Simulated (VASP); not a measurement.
A run of VASP 6.6.1 is set up as follows.

The input INCAR:

```
ALGO = Normal ; EDIFF = 1E-6
ENCUT = 500 ; GGA = PE
GGA_COMPAT = False ; ISIF = 2
ISMEAR = -1 ; LASPH = True
LCHARG = True ; LELF = True
LREAL = False ; LVHAR = True
LWAVE = False ; NBANDS = 10
NELM = 120 ; PREC = Accurate
SIGMA = 0.0176
```

Contents of KPOINTS:

```
k-points
0
Gamma
  11 11 11
```

The input POSCAR:

```
SbH2
1.0
    0.0000000000      2.6272800000      2.6272800000
    2.6272800000      0.0000000000      2.6272800000
    2.6272800000      2.6272800000      0.0000000000
Sb H
1 2
Direct
    0.0000000000      0.0000000000      0.0000000000
    0.2500000000      0.2500000000      0.2500000000
    0.7500000000      0.7500000000      0.7500000000
```

Potentials or basis: VASP PAW PBE potentials, release 64 (Sb, H).

Command:

```bash
$ cat potpaw_PBE.64/Sb/POTCAR potpaw_PBE.64/H/POTCAR > POTCAR
$ mpirun -np 1 vasp_std > vasp.out
```

Q: Estimate the band gap on the k mesh.

A: Zero (an odd number of electrons rules out a gap without spin polarisation).

Q: Estimate the pressure.

A: 0.9 GPa.

Caveat: spin-orbit coupling is left out, which moves the levels of the heavy elements.
